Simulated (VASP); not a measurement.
# H6C2O in VASP: further runs

The runs below take H6C2O through single point, with PBE.

All numbers are computed with VASP 6.6.1; they aren't measurements. Logs are shortened: lines on timing, memory, paths and dates and some standing lists are left out, and cuts for length are marked.

**1. The cell of the first run**

The cell holds a disordered packing, 36 atoms: a = 7.294 Å, b = 7.294 Å, c = 7.294 Å, α = 90.00°, β = 90.00°, γ = 90.00°.

**2. Single point, PBE**

INCAR reads:

```
  PREC = Accurate
  ENCUT = 520
  EDIFF = 1E-6
  ISMEAR = -1
  SIGMA = 0.02
  LREAL = Auto
  LASPH = True
  NELM = 120
  ALGO = Normal
  ISIF = 2
  LWAVE = False
  LCHARG = True
  GGA = PE
  LELF = True
  LVHAR = True
  NBANDS = 64
  GGA_COMPAT = False
```

KPOINTS reads:

```
Automatic mesh
0
Gamma
  1 1 1
```

POSCAR reads:

```
H6C2O
1.0
    7.2936330000      0.0000000000      0.0000000000
    0.0000000000      7.2936330000      0.0000000000
    0.0000000000      0.0000000000      7.2936330000
C O H
8 4 24
Direct
    0.4352837605      0.1200773332      1.0054934215
    0.6485930948      0.1818846657      0.9860655177
    0.6912056036      0.6381730476      0.2984932200
    0.6621665773      0.7986280637      0.4483499513
    0.2846318152      0.3038266389      0.4788971422
    0.0995662930      0.3448350088      0.3979224071
    0.3362110487      0.5894867482      0.9153051710
    0.1551901501      0.5896649859      0.8137097109
    0.7867958259      0.0859379681      1.0744988129
    0.5009574789      0.7291153805      0.5591315055
    0.1134962508      0.5253623263      0.3337568534
   -0.0038252542      0.4869315470      0.9054746791
    0.9114799168      0.1496784936      1.0667934622
    0.6777143846      0.1919071058      0.8397461183
    0.6555992055      0.3210882697      1.0401949207
    0.3492086865      0.2491488124      0.9997898167
    0.3935487294      0.0178786073      0.9028011143
    0.4225192027      0.0222797061      1.1293822982
    0.3937132565      0.6908217071      0.4954595330
    0.7981619037      0.8129967603      0.5128856908
    0.6449597889      0.9136461898      0.3693358303
    0.8114474638      0.6308241723      0.2027658918
    0.6863794765      0.4964055636      0.3744224586
    0.5738155457      0.6385569441      0.1888770658
    0.0354555816      0.5585693714      0.2225502709
    0.0795899657      0.2343962193      0.2993981189
    0.0007815035      0.3602319996      0.5075522720
    0.3583673596      0.4183648944      0.5422400606
    0.2807242975      0.1697096632      0.5420755336
    0.3605062114      0.2567033466      0.3630152491
   -0.1190901708      0.5231823427      0.8422688666
    0.0973863094      0.7418662277      0.8182616263
    0.1504874183      0.5474775054      0.6693372151
    0.3452737477      0.7144039191      1.0034368332
    0.3818535975      0.4691900456      1.0052466309
    0.4485418995      0.5861413647      0.8043316685
```

Potentials or basis: VASP PAW PBE potentials, release 64 (C, O, H).

Run with:

```console
$ cat potpaw_PBE.64/C/POTCAR potpaw_PBE.64/O/POTCAR potpaw_PBE.64/H/POTCAR > POTCAR
$ mpirun -np 1 vasp_gam > vasp.out
```

OUTCAR:

```text
PREC = Accurate
   ENCUT = 520
   EDIFF = 1E-6
   ISMEAR = -1
   LREAL = Auto
   LASPH = True
   NELM = 120
   ISIF = 2
   GGA = PE

 ion  position               nearest neighbor table
   1  0.435  0.120  0.005-  17 1.10  16 1.13  18 1.15   2 1.63
   2  0.649  0.182  0.986-  15 1.09  14 1.09   9 1.39   1 1.63
   3  0.691  0.638  0.298-  22 1.12  24 1.17  23 1.17   4 1.62
   4  0.662  0.799  0.448-  21 1.03  20 1.10  10 1.51   3 1.62
   5  0.285  0.304  0.479-  30 1.07  29 1.08  28 1.10   6 1.50
   6  0.100  0.345  0.398-  27 1.08  26 1.09  11 1.40   5 1.50
   7  0.336  0.589  0.915-  34 1.12  35 1.14  36 1.15   8 1.51
   8  0.155  0.590  0.814-  33 1.10  32 1.19   7 1.51  12 1.53
   9  0.787  0.086  0.074-  13 1.02   2 1.39
  10  0.501  0.729  0.559-  19 0.95   4 1.51
  11  0.113  0.525  0.334-  25 1.02   6 1.40
  12  0.996  0.487  0.905-  31 0.99   8 1.53
  13  0.911  0.150  0.067-   9 1.02
  14  0.678  0.192  0.840-   2 1.09
  15  0.656  0.321  0.040-   2 1.09
  16  0.349  0.249  1.000-   1 1.13
  17  0.394  0.018  0.903-   1 1.10
  18  0.423  0.022  0.129-   1 1.15
[... 16 lines left out ...]
  35  0.382  0.469  0.005-   7 1.14
  36  0.449  0.586  0.804-   7 1.15

  LATTYP: Found a simple cubic cell.
 ALAT       =     7.2936330000

  Lattice vectors:

 A1 = (   7.2936330000,   0.0000000000,   0.0000000000)
 A2 = (   0.0000000000,   7.2936330000,   0.0000000000)
 A3 = (   0.0000000000,   0.0000000000,   7.2936330000)

Analysis of symmetry for initial positions (statically):
=====================================================================
 Subroutine PRICEL returns:
 Original cell was already a primitive cell.

 Routine SETGRP: Setting up the symmetry group for a
 simple cubic supercell.

 Subroutine GETGRP returns: Found  1 space group operations
 (whereof  1 operations were pure point group operations)
 out of a pool of 48 trial point group operations.

The static configuration has the point symmetry C_1 .

Analysis of symmetry for dynamics (positions and initial velocities):
=====================================================================
 Subroutine PRICEL returns:
 Original cell was already a primitive cell.

 Routine SETGRP: Setting up the symmetry group for a
 simple cubic supercell.

 Subroutine GETGRP returns: Found  1 space group operations
 (whereof  1 operations were pure point group operations)
 out of a pool of 48 trial point group operations.

The dynamic configuration has the point symmetry C_1 .

 Subroutine INISYM returns: Found  1 space group operations
 (whereof  1 operations are pure point group operations),
 and found     1 'primitive' translations

----------------------------------------------------------------------------------------

                                     Primitive cell

  volume of cell :     388.0000

  direct lattice vectors                    reciprocal lattice vectors
     7.293633000  0.000000000  0.000000000     0.137105884  0.000000000  0.000000000
     0.000000000  7.293633000  0.000000000     0.000000000  0.137105884  0.000000000
     0.000000000  0.000000000  7.293633000     0.000000000  0.000000000  0.137105884

  length of vectors
     7.293633000  7.293633000  7.293633000     0.137105884  0.137105884  0.137105884

  position of ions in fractional coordinates (direct lattice)
     0.435283760  0.120077333  0.005493421
     0.648593095  0.181884666  0.986065518
     0.691205604  0.638173048  0.298493220
     0.662166577  0.798628064  0.448349951
     0.284631815  0.303826639  0.478897142
     0.099566293  0.344835009  0.397922407
[... 28 lines left out ...]
     0.381853597  0.469190046  0.005246631
     0.448541900  0.586141365  0.804331668

  ion indices of the primitive-cell ions
   primitive index   ion index
                 1           1
                 2           2
                 3           3
                 4           4
                 5           5
                 6           6
[... 28 lines left out ...]
                35          35
                36          36

----------------------------------------------------------------------------------------

 KPOINTS: Automatic mesh

Automatic generation of k-mesh.
 Grid dimensions read from file:
 generate k-points for:    1    1    1

 Generating k-lattice:

  Cartesian coordinates                     Fractional coordinates (reciprocal lattice)
     0.137105884  0.000000000  0.000000000     1.000000000  0.000000000  0.000000000
     0.000000000  0.137105884  0.000000000     0.000000000  1.000000000  0.000000000
     0.000000000  0.000000000  0.137105884     0.000000000  0.000000000  1.000000000

  Length of vectors
     0.137105884  0.137105884  0.137105884

  Shift w.r.t. Gamma in fractional coordinates (k-lattice)
     0.000000000  0.000000000  0.000000000

 Subroutine IBZKPT returns following result:
 ===========================================

 Found      1 irreducible k-points:

 Following reciprocal coordinates:
            Coordinates               Weight
  0.000000  0.000000  0.000000      1.000000
   k-points           NKPTS =      1   k-points in BZ     NKDIM =      1   number of bands    NBANDS=     64
   number of dos      NEDOS =    301   number of ions     NIONS =     36
   total plane-waves  NPLWV = 157464
   dimension x,y,z NGX =    54 NGY =   54 NGZ =   54
   dimension x,y,z NGXF=   108 NGYF=  108 NGZF=  108
   ions per type =               8   4  24
   NGX,Y,Z   is equivalent  to a cutoff of  12.31, 12.31, 12.31 a.u.
   NGXF,Y,Z  is equivalent  to a cutoff of  24.62, 24.62, 24.62 a.u.
 SYSTEM =  unknown system
   PREC   = accura    normal or accurate (medium, high low for compatibility)
   ISTART =      0    job   : 0-new  1-cont  2-samecut
   ICHARG =      2    charge: 1-file 2-atom 10-const
   ISPIN  =      1    spin polarized calculation?
   LNONCOLLINEAR =      F non collinear calculations
   LSORBIT =      F    spin-orbit coupling
   LASPH  =      T    aspherical Exc in radial PAW
   ENCUT  =  520.0 eV  38.22 Ry    6.18 a.u.  13.56 13.56 13.56*2*pi/ulx,y,z
   NELM   =    120;   NELMIN=  2; NELMDL= -5     # of ELM steps
   EDIFF  = 0.1E-05   stopping-criterion for ELM
   LREAL  =      T    real-space projection
   EDIFFG = 0.1E-04   stopping-criterion for IOM
   NSW    =      0    number of steps for IOM
   IBRION =     -1    ionic relax: 0-MD 1-quasi-New 2-CG
   NFREE  =      0    steps in history (QN), initial steepest desc. (CG)
   ISIF   =      2    stress and relaxation
   ISYM   =      2    0-nonsym 1-usesym 2-fastsym
   POTIM  = 0.5000    time-step for ionic-motion
   TEBEG  =    0.0;   TEEND  =   0.0 temperature during run
   PSTRESS=    0.0 pullay stress
   NELECT =      80.0000    total number of electrons
   NUPDOWN=      -1.0000    fix difference up-down
   EMIN   =  10.00;   EMAX   =-10.00  energy-range for DOS
   EFERMI =   0.00;   METHOD = LEGACY
   ISMEAR =    -1;   SIGMA  =   0.02  broadening in eV -4-tet -1-fermi 0-gaus
   EFERMI_NEDOS =   21; number of points for ismear=-14 and -15
   IALGO  =     38    algorithm
   IMIX   =      4    mixing-type and parameters
     AMIX     =   0.40;   BMIX     =  1.00
     AMIX_MAG =   1.60;   BMIX_MAG =  1.00
  volume/ion in A,a.u.               =      10.78        72.73
  Fermi-wavevector in a.u.,A,eV,Ry     =   0.967151  1.827650 12.726630  0.935381
  Thomas-Fermi vector in A             =   2.097013
   LORBIT       =      0    0 simple, 1 ext, 2 COOP (PROOUT), +10 PAW based schemes
   GGA     = PE    functional components
   LHFCALC =     F    Hartree Fock is set to
   AEXX    =    0.0000 exact exchange contribution
   IVDW    =     0    specifies the selected vdW correction
   LEPSILON=     F    determine dielectric tensor
   LRPA    =     F    only Hartree local field effects (RPA)
 non-spin polarized calculation
  energy-cutoff  :      520.00
  volume of cell :      388.00
 maximum number of plane-waves:      5198
 NGX is ok and might be reduce to    54
   NGX = 27   NGY = 27   NGZ = 27

 number of electron      80.0000001 magnetization

 Free energy of the ion-electron system (eV)
  ---------------------------------------------------
  ext. energy  EPLUGINS =         0.00000000
  ---------------------------------------------------
  free energy    TOTEN  =      -184.42243994 eV

  energy without entropy =     -184.42243994  energy(sigma->0) =     -184.42243994

 E-fermi :  -2.3579     XC(G=0):  -6.5018

 val. band max:       -2.8668875493   @ k =   0.0000   0.0000   0.0000
 cond. band min:       1.6545745290   @ k =   0.0000   0.0000   0.0000
 fundamental gap:      4.5214620783
 Fermi energy:        -2.3579044352

 k-point     1 :       0.0000    0.0000    0.0000
  band No.  band energies     occupation
      1     -22.3484      2.00000
      2     -22.2335      2.00000
      3     -21.8950      2.00000
      4     -21.7916      2.00000
      5     -15.6493      2.00000
      6     -15.3880      2.00000
[... 44 lines left out ...]
     51       5.0981      0.00000
     52       5.2319      0.00000
 [bands above 52 left out]

------------------------ aborting loop because EDIFF is reached ----------------------------------------

  FORCE on cell =-STRESS in cart. coord.  units (eV):
  Direction    XX          YY          ZZ          XY          YZ          ZX
  --------------------------------------------------------------------------------------
  -------------------------------------------------------------------------------------
  Total      -10.8245501     -2.6356204     -0.0139754     -2.6743776     -2.4821271      0.5481686
  in kB      -44.6980644    -10.8833280     -0.0577090    -11.0433689    -10.2495046      2.2635652
  external PRESSURE =     -18.5463671 kB  Pullay stress =       0.0000000 kB

 VOLUME and BASIS-vectors are now :
 -----------------------------------------------------------------------------
  energy-cutoff  :      520.00
  volume of cell :      388.00
      direct lattice vectors                 reciprocal lattice vectors
     7.293633000  0.000000000  0.000000000     0.137105884  0.000000000  0.000000000
     0.000000000  7.293633000  0.000000000     0.000000000  0.137105884  0.000000000
     0.000000000  0.000000000  7.293633000     0.000000000  0.000000000  0.137105884

 POSITION                                       TOTAL-FORCE (eV/Angst)
 -----------------------------------------------------------------------------------
      3.17480      0.87580      0.04007         1.823543     -1.269492      1.026733
      4.73060      1.32660      7.19200        -1.898355      1.317755     -0.682346
      5.04140      4.65460      2.17710        -1.286891     -1.276614     -0.437962
      4.82960      5.82490      3.27010        -0.398867     -5.111384     -1.369475
      2.07600      2.21600      3.49290         0.273620     -0.949924     -0.753048
      0.72620      2.51510      2.90230         0.586505      0.715426      1.260187
[... 28 lines left out ...]
      2.78510      3.42210      0.03827        -1.174763      1.049037     -0.755110
      3.27150      4.27510      5.86650        -1.002980      0.620395      1.138403
 -----------------------------------------------------------------------------------
    total drift:                                0.020716     -0.004085      0.017845

  FREE ENERGIE OF THE ION-ELECTRON SYSTEM (eV)
  ---------------------------------------------------
  free  energy   TOTEN  =      -184.4224399374 eV

  energy  without entropy=     -184.4224399373  energy(sigma->0) =     -184.42243994
```

Wall time 92 s (1 thread of AMD EPYC 7R13, shared host); peak memory 0.32 GiB.

What came out:

```
Free energy            : -184.4224 eV
Pressure               : -1.9 GPa
Largest force          : 5.307 eV/Å
Band gap on the k mesh : 4.52 eV
```

Forces in eV/Å, atoms in the order of the input:
```
C    1.824 -1.269  1.027
C   -1.898  1.318 -0.682
C   -1.287 -1.277 -0.438
C   -0.399 -5.111 -1.369
C    0.274 -0.950 -0.753
C    0.587  0.715  1.260
C    1.497 -0.764 -0.115
C   -3.070  1.926  0.823
O    2.167 -1.248  1.000
O    3.210  1.930  1.221
O   -0.355  1.977 -2.618
O    0.662  0.247 -0.246
H   -2.252 -0.579 -0.209
H    0.015 -0.003 -0.565
H   -0.342  0.602 -0.011
H    0.442 -1.554  0.392
H    0.210  0.566 -0.625
H   -0.120  1.687 -0.439
H   -0.489  0.011 -1.586
H   -0.799 -0.224  1.215
H   -1.114  2.634 -0.992
H   -0.262  0.710  0.852
H    0.018  1.685 -0.918
H    0.992  0.039  1.632
H    0.948 -0.974  1.370
H   -0.863  0.053 -0.395
H   -0.997 -1.083  0.323
H   -0.215 -0.517  0.367
H   -0.083 -0.105  1.478
H    1.205  0.385 -1.092
H    1.023 -0.143  0.351
H    1.007 -1.688 -0.357
H    0.475 -0.045  0.261
H    0.169 -0.618 -0.544
H   -1.175  1.049 -0.755
H   -1.003  0.620  1.138
```

Caveat: the k points lie up to 0.86 Å⁻¹ apart.

**3. Single point, PBE**

INCAR, as its differences from that of step 2:

```diff
@@ -11,6 +11,4 @@
   LWAVE = False
-  LCHARG = True
+  LCHARG = False
   GGA = PE
-  LELF = True
-  LVHAR = True
   NBANDS = 64
```

KPOINTS is that of step 2.

POSCAR reads:

```
H6C2O
1.0
    7.2936330000      0.0000000000      0.0000000000
    0.0000000000      7.2936330000      0.0000000000
    0.0000000000      0.0000000000      7.2936330000
C O H
8 4 24
Direct
    0.4342965981      0.1244784321      1.0346695536
    0.6396263700      0.2212066332      0.9843791153
    0.6395166853      0.6343752147      0.3472206512
    0.6472220360      0.7883999647      0.4782390340
    0.3122038084      0.2918572953      0.4471982618
    0.1317724651      0.3580794372      0.3755055951
    0.3063082554      0.6146045462      0.9249162934
    0.1376405969      0.5939838212      0.8088972944
    0.7926639577      0.0640832902      1.0066451109
    0.4714797139      0.7744425857      0.5786142516
    0.1208999685      0.5568418373      0.3343326981
   -0.0266259627      0.5285294722      0.8803980129
    0.8907495071      0.0975234153      0.9262325099
    0.6601511208      0.2892659941      0.8543341843
    0.6649361162      0.3373353170      1.0767336388
    0.3518685407      0.2465986430      1.0233308970
    0.3688970915      0.0157534661      0.9581918915
    0.4842991140      0.0861984693      1.1723649929
    0.3888459976      0.7142256815      0.4893583212
    0.7495989996      0.7812567482      0.5868680259
    0.6635787679      0.9038294085      0.3775484728
    0.7546170749      0.6297547464      0.2689331915
    0.6530901678      0.5113089732      0.4252201886
    0.4989831542      0.6688573445      0.2799976363
    0.0009597412      0.5710597174      0.3593819431
    0.1118509802      0.2792983963      0.2464066947
    0.0074448495      0.3337431428      0.4841482976
    0.3693906727      0.3871870164      0.5554570678
    0.3233230956      0.1533940630      0.4821465517
    0.3797284563      0.3210745591      0.3097221919
   -0.0506743347      0.5634366303      1.0076459838
    0.1502680489      0.7337358488      0.7435663407
    0.1774150139      0.4901124035      0.7026950767
    0.3046766954      0.7211769498      1.0344501842
    0.3451777735      0.4805561234      1.0021617485
    0.4243015792      0.6649361162      0.8555955585
```

Potentials or basis: VASP PAW PBE potentials, release 64 (C, O, H).

Run with:

```console
$ cat potpaw_PBE.64/C/POTCAR potpaw_PBE.64/O/POTCAR potpaw_PBE.64/H/POTCAR > POTCAR
$ mpirun -np 1 vasp_gam > vasp.out
```

Run time: 86 s. Hardware: 1 thread of AMD EPYC 7R13, shared host; peak memory 0.33 GiB.

The run converged. Its results:

| Quantity | Value |
| --- | --- |
| Free energy | -183.8054 eV |
| Pressure | 0.4 GPa |
| Largest force | 5.021 eV/Å |
| Band gap on the k mesh | 4.81 eV |

Forces in eV/Å, atoms in the order of the input:
```
C    3.978  1.799  0.015
C   -0.026 -3.130 -0.123
C   -2.588  0.189  1.237
C   -1.044  0.525  0.181
C    1.023  3.940 -1.557
C   -2.996 -0.740  1.717
C    0.421 -1.719  3.549
C    2.390  0.458 -1.377
O   -2.682  1.816  0.499
O    0.455  0.753 -0.913
O    4.647 -1.804 -0.601
O   -0.901 -0.078  0.499
H    0.515  0.421 -0.540
H   -0.233 -0.420 -0.993
H   -0.042 -0.507  0.795
H   -0.725  0.148  0.699
H    0.686 -0.383 -0.578
H   -1.280 -0.211 -0.022
H   -0.003  0.355  0.593
H    0.406  0.220 -0.105
H   -0.224  0.595  1.336
H    2.187  0.374 -2.790
H   -0.925 -1.270  0.336
H    1.837 -1.382 -0.170
H   -4.312  1.336  0.892
H   -0.684  0.211  0.359
H    1.668 -0.004 -1.755
H   -0.234 -0.859 -0.654
H   -0.124 -1.742  0.375
H    0.969 -0.512  1.534
H    0.467  0.296 -0.234
H   -1.577 -0.408 -0.240
H   -0.442  0.720  0.273
H   -0.915 -0.338 -0.071
H   -0.357  1.534 -0.865
H    0.663 -0.184 -1.300
```

Stress tensor (GPa, compression positive):
```
 0.25 -0.56 -1.65
-0.56 -0.44  1.40
-1.65  1.40  1.49
```

Levels at points of the mesh, in eV from the valence-band top:
| k point | band 37 | band 38 | band 39 | band 40 | band 41 | band 42 | band 43 | band 44 |
| --- | --- | --- | --- | --- | --- | --- | --- | --- |
| (0.00, 0.00, 0.00) | -0.61 | -0.10 | -0.03 | 0.00 | 4.81 | 5.93 | 6.22 | 6.35 |

Caveat: the k points lie up to 0.86 Å⁻¹ apart; the atoms stand as in a frame of molecular dynamics.

[end of part 1 of 2]
